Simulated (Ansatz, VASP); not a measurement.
# AlN in VASP and in Ansatz

File INCAR:

```
PREC = Accurate ; ENCUT = 520
EDIFF = 1E-6 ; ISMEAR = -1
SIGMA = 0.02 ; LREAL = False
LASPH = True ; NELM = 80
ALGO = Normal ; ISIF = 2
LWAVE = False ; LCHARG = False
GGA = PE ; NBANDS = 16
```

File KPOINTS:

```
regular mesh
0
Gamma
  11 11 6
```

Contents of POSCAR:

```
AlN
1.0
    3.1213377828      0.0000000000      0.0000000000
   -1.5606688914      2.7031578137      0.0000000000
    0.0000000000      0.0000000000      4.9945383275
Al N
2 2
Direct
    0.3333333333      0.6666666667      0.0000000000
    0.6666666667      0.3333333333      0.5000000000
    0.3333333333      0.6666666667      0.3850000000
    0.6666666667      0.3333333333      0.8850000000
```

Input for Ansatz:

```yaml
crystal:
  lattice:
    - [3.1213377828, 0.0, 0.0]
    - [-1.5606688914, 2.7031578137, 0.0]
    - [0.0, 0.0, 4.9945383275]
  atoms:
    - { symbol: Al, position: [0.3333333333, 0.6666666667, 0.0] }
    - { symbol: Al, position: [0.6666666667, 0.3333333333, 0.5] }
    - { symbol: "N", position: [0.3333333333, 0.6666666667, 0.385] }
    - { symbol: "N", position: [0.6666666667, 0.3333333333, 0.885] }
kpoints:
  mp_grid: { grid: [11, 11, 6] }
  band_path:
    path:
      - [0.0, 0.0, 0.0]
      - [0.5, 0.0, 0.0]
      - [0.3333333333, 0.3333333333, 0.0]
      - [0.0, 0.0, 0.0]
      - [0.0, 0.0, 0.5]
      - [0.5, 0.0, 0.5]
      - [0.3333333333, 0.3333333333, 0.5]
      - [0.0, 0.0, 0.5]
      - [0.5, 0.0, 0.5]
    npoints: 5
scf:
  occupations: { method: fermi_dirac, width: 0.02 }
hamiltonian:
  xc: pbe
  pseudopotentials: { kind: all_electron, lapw: { basis_error: 0.001 } }
output:
  forces: true
  stress: true
  eigenvalues: true
```

Change from the starting cell: volume scaled by 1.01.

Alike in both runs: task single point; functional PBE; k mesh 11 × 11 × 6; occupations fermi-dirac, width 0.02 eV; no spin polarisation.

```csv
,VASP,Ansatz
version,VASP 6.6.1,Ansatz 0.2.0
potentials or method,"VASP PAW PBE potentials, release 64 (Al, N), cutoff 520 eV","all-electron LAPW, scalar-relativistic"
```

VASP gave:

- gap on the k mesh at the Fermi level (eV): 4.08
- pressure (GPa): 1.8
- traceless stress, the component that is largest in VASP (GPa): -1.03
- rms of the force components (eV/Å): 0.104

Question: What did Ansatz give for the same quantities?

Answer: gap on the k mesh at the Fermi level (eV): 4.07; pressure (GPa): 1.9; traceless stress, the component that is largest in VASP (GPa): -1.06; rms of the force components (eV/Å): 0.104.

Atom by atom the forces differ by 0.000 eV/Å (rms over components). Ansatz ran all-electron here, and VASP with PAW potentials.
